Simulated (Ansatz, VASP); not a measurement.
One calculation of CsPbCl3, two programs

```
Cs Pb Cl
1.0
     4.00316    2.31122    3.29556
    -4.00316    2.31122    3.29556
     0.00000   -4.62245    3.29556
Cs Pb Cl
1 1 3
Direct
  0.50000 0.50000 0.50000
  0.00000 0.00000 0.00000
  0.50000 0.01860 0.98140
  0.01860 0.98140 0.50000
  0.98140 0.50000 0.01860
```

Alike in both runs: task relaxation of cell and atoms; functional PBE; k mesh 6 × 6 × 6; occupations gaussian, width 0.02 eV; no spin polarisation.

|  | VASP | Ansatz |
| --- | --- | --- |
| version | VASP 6.6.1 | Ansatz 0.2.0 |
| potentials or method | VASP PAW PBE potentials, release 64 (Cs_sv, Pb_d, Cl), cutoff 600 eV | scalar-relativistic, plane waves, PAW |
| valence electrons in the cell | 44 | 44 |

```csv
,VASP,Ansatz,Ansatz less VASP
"gap on the k mesh at the Fermi level, each at its own relaxed structure (eV)",2.21,2.21,+0.001
relaxed volume (Å³/atom),37.75,37.75,+0.003
relaxed cell length with the largest relative difference (Å),5.736,5.736,+0.0001
```

Spin-orbit coupling is off throughout.
